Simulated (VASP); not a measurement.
Write the native input for VASP 6.6.1 that does the following.

| Property | Result |
| --- | --- |
| Task | single point |
| Functional | PBE |
| Potentials or basis | VASP PAW PBE potentials, release 64 (W_sv, O) |
| Cutoff | 520 eV |
| k mesh | 8 × 8 × 1 |
| Occupations | gaussian, width 0.1 eV |
| Spin | no spin polarisation |
| Dipole correction | yes |
| Further INCAR settings | ALGO = Normal; EDIFF = 1e-06; NBANDS = 39 |

The structure of W4O lies in POSCAR:

```
W4O
1.0
    3.1836991688      0.0000000000      0.0000000000
    0.0000000000      3.1836991688      0.0000000000
    0.0000000000      0.0000000000     20.1425775749
W O
4 1
Direct
    0.5000000000      0.5000000000      0.1985843165
    0.0000000000      0.0000000000      0.2776134069
    0.5000000000      0.5000000000      0.3599451800
    0.0000000000      0.0000000000      0.4290700901
    0.2500000000      0.5000000000      0.4784017470
```

The input as run:

INCAR

```
SYSTEM = W4O
ALGO = Normal
DIPOL = 0.5 0.5 0.349
EDIFF = 1E-6
ENCUT = 520
GGA = PE
IDIPOL = 3
ISIF = 2
ISMEAR = 0
LASPH = .TRUE.
LCHARG = .TRUE.
LDIPOL = .TRUE.
LELF = .TRUE.
LREAL = .FALSE.
LVACPOTAV = .TRUE.
LVHAR = .TRUE.
LWAVE = .FALSE.
NBANDS = 39
NELM = 60
PREC = Accurate
SIGMA = 0.1
```

KPOINTS

```
k-points
0
G
  8 8 1
  0 0 0
```

Potentials or basis: VASP PAW PBE potentials, release 64 (W_sv, O).

Command:

```bash
$ cat potpaw_PBE.64/W_sv/POTCAR potpaw_PBE.64/O/POTCAR > POTCAR
$ mpirun -np 1 vasp_std > vasp.out
```

Results of the run:

```
Largest force          : 2.172 eV/Å
Band gap on the k mesh : zero (bands 31 and 32 overlap by 1.53 eV)
```

Caveat: spin-orbit coupling is left out, which moves the levels of the heavy elements.

Wall time 2.2 min on 1 thread of Intel(R) Xeon(R) 6975P-C (Granite Rapids), with other jobs on the host, peak memory 0.36 GiB.
